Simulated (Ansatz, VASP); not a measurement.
C in VASP and in Ansatz

```
CELL_PARAMETERS angstrom
2.45801 -0.09218 0.00000
-1.30883 2.17479 0.00000
0.00000 0.00000 6.46491
ATOMIC_POSITIONS crystal
C 0.00000 0.00000 0.00250
C 0.00000 0.00000 0.50250
C 0.33333 0.66667 0.00250
C 0.66667 0.33333 0.50250
```

Change from the starting cell: engineering shear strain xy -0.0750, normal strain along z -0.0175.

Alike in both runs: task single point; functional PBEsol; dispersion D3(BJ); k mesh 18 × 18 × 6; occupations gaussian, width 0.15 eV; no spin polarisation.

|  | VASP | Ansatz |
| --- | --- | --- |
| version | VASP 6.6.1 | Ansatz 0.2.0 |
| potentials or method | VASP PAW PBE potentials, release 64 (C), cutoff 520 eV | scalar-relativistic, plane waves, PAW |
| valence electrons in the cell | 16 | 16 |

```csv
,VASP,Ansatz,Ansatz less VASP
gap on the k mesh at the Fermi level (eV),0.28,0.29,+0.001
least direct gap on the mesh (eV),0.28,0.29,+0.001
pressure (GPa),3.3,2.5,-0.75
"traceless stress, the component that is largest in VASP (GPa)",36.32,36.19,-0.125
rms of the force components (eV/Å),0.574,0.563,-0.0110
```

VASP's potentials were made for PBE, not for PBEsol, and Ansatz warns of the same on its side. Atom by atom the forces differ by 0.011 eV/Å (rms over components).
